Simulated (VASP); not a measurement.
Mg12H (a cell with a defect), 13 atoms in the cell. The cell holds a defect, 13 atoms: a = 6.420 Å, b = 9.630 Å, c = 5.213 Å, α = 90.00°, β = 90.00°, γ = 120.00°. 

- Program: VASP 6.6.1
- Task: molecular dynamics
- Functional: PBE
- Dispersion: D3(BJ)
- Potentials or basis: VASP PAW PBE potentials, release 64 (Mg, H)
- Cutoff: 520 eV
- k mesh: 2 × 2 × 2
- Occupations: fermi-dirac, width 0.1 eV
- Spin: no spin polarisation
- Dipole correction: no
- Further INCAR settings: ALGO = Normal; EDIFF = 1e-05; ISYM = 0; IBRION = 0; POTIM = 0.5; NSW = 40

Potentials or basis: VASP PAW PBE potentials, release 64 (Mg, H).

The run is started by

```sh
$ cat potpaw_PBE.64/Mg/POTCAR potpaw_PBE.64/H/POTCAR > POTCAR
$ mpirun -np 1 vasp_std > vasp.out
```

Hardware: 1 thread of Intel Xeon 8259CL, on a shared host.

Task: How long does it take, and how much memory?

Result: Run time: 27 min on 1 thread of Intel Xeon 8259CL, on a shared host, peak memory 0.46 GiB. Counts: scf iterations 167, k points 8, ion steps 40.
